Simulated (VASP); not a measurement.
The system is Ni.

```
CELL_PARAMETERS angstrom
3.11341 0.00000 0.00000
-1.55671 2.69629 0.00000
0.00000 0.00000 5.13713
ATOMIC_POSITIONS crystal
Ni 0.33333 0.66667 0.43750
Ni 0.66667 0.33333 0.93750
Ni 0.66667 0.33333 0.56250
Ni 0.33333 0.66667 0.06250
```

This isn't the form of Ni at room conditions, which is fcc.

```yaml
Program: VASP 6.6.1
Task: relaxation of cell and atoms
Functional: PBEsol
Potentials_or_basis: VASP PAW PBE potentials, release 64 (Ni)
Cutoff: 600 eV
k_mesh: 6 × 6 × 4
Occupations: gaussian, width 0.1 eV
Spin: collinear spin, ferromagnetic start
Starting_moments: "[0.83, 0.83, 0.83, 0.83] μB"
```

At the start: pressure 92.8 GPa; volume 10.78 Å³/atom.

Problem. How do energy, volume and symmetry change on relaxing?

Solution. Over 40 steps the energy falls by 1292.8 meV/atom and the volume is 14.40 Å³/atom (+33.5 %); space group P6_3/mmc (No. 194, to 0.1 Å) before, P6/mmm (No. 191, to 0.1 Å); moment 2.45 μB per cell.

The path:
| step | energy change (eV) | largest force (eV/Å) | pressure (GPa) | volume (Å³) |
| --- | --- | --- | --- | --- |
| 1 | 0.0000 | 0.1850 | 92.79 | 43.12 |
| 2 | -1.5841 | 0.0779 | -16.22 | 95.01 |
| 3 | -4.0453 | 0.1390 | -1.55 | 63.96 |
| 4 | -4.0502 | 0.1386 | -0.88 | 63.38 |
| 5 | -4.0516 | 0.1379 | 0.35 | 62.64 |
| 6 | -4.0536 | 0.0280 | 0.29 | 62.66 |
| 7 | -4.0537 | 0.0032 | 0.33 | 62.67 |
| 8 | -4.0556 | 0.0032 | 0.09 | 62.77 |
| 9 | -4.0618 | 0.0220 | -0.46 | 63.09 |
| 10 | -4.0760 | 0.0503 | -1.64 | 63.71 |
| 11 | -4.1088 | 0.0979 | -3.88 | 64.92 |
| 12 | -4.1811 | 0.2204 | -8.28 | 67.18 |
| 13 | -4.2805 | 0.4279 | -14.67 | 71.04 |
| 14 | -4.2132 | 0.3966 | -10.28 | 68.35 |
| 15 | -4.2513 | 0.4522 | -12.32 | 69.51 |
| 16 | -4.2385 | 0.4365 | -11.64 | 69.10 |
| 17 | -4.2386 | 0.4368 | -11.66 | 69.11 |
| 18 | -4.2391 | 0.4376 | -11.70 | 69.14 |
| 19 | -4.2400 | 0.4391 | -11.73 | 69.18 |
| 20 | -4.2418 | 0.4414 | -11.90 | 69.27 |
| 21 | -4.2450 | 0.4461 | -12.21 | 69.45 |
| 22 | -4.2505 | 0.4545 | -12.74 | 69.80 |
| 23 | -4.2560 | 0.4603 | -13.74 | 70.49 |
| 24 | -4.2548 | 0.4610 | -13.36 | 70.24 |
| 25 | -4.2611 | 0.4644 | -13.40 | 70.21 |
| 26 | -4.2802 | 0.4734 | -13.43 | 70.12 |
| 27 | -4.3182 | 0.4892 | -13.49 | 69.94 |
| 28 | -4.3924 | 0.5129 | -13.53 | 69.57 |
| 29 | -4.5235 | 0.5212 | -13.25 | 68.79 |
| 30 | -4.5959 | 0.1188 | -10.47 | 67.02 |
| 31 | -4.6080 | 0.4747 | -12.29 | 67.91 |
| 32 | -4.6174 | 0.4163 | -11.90 | 67.67 |
| 33 | -4.6985 | 0.4029 | -11.17 | 66.70 |
| 34 | -4.9087 | 0.3560 | -8.62 | 63.84 |
| 35 | -5.1409 | 0.2321 | -0.81 | 58.36 |
| 36 | -5.1488 | 0.1896 | 2.14 | 56.98 |
| 37 | -5.1493 | 0.2001 | 1.29 | 57.31 |
| 38 | -5.1627 | 0.1359 | 0.87 | 57.40 |
| 39 | -5.1710 | 0.0491 | 0.24 | 57.54 |
| 40 | -5.1713 | 0.0380 | 0.12 | 57.59 |

Final structure:
```
Ni
1.0
     3.82489    0.00000    0.00000
    -1.91244    3.31245    0.00000
     0.00000    0.00000    4.54565
Ni
4
Direct
  0.33333 0.66667 0.49943
  0.66667 0.33333 0.99943
  0.66667 0.33333 0.50057
  0.33333 0.66667 0.00057
```

Caveat: the k points lie up to 0.35 Å⁻¹ apart in the final cell; the volume moved by over 15 % at a fixed basis, so the end points are rough; the PAW data sets were made with another functional, which shifts forces and pressure a little.
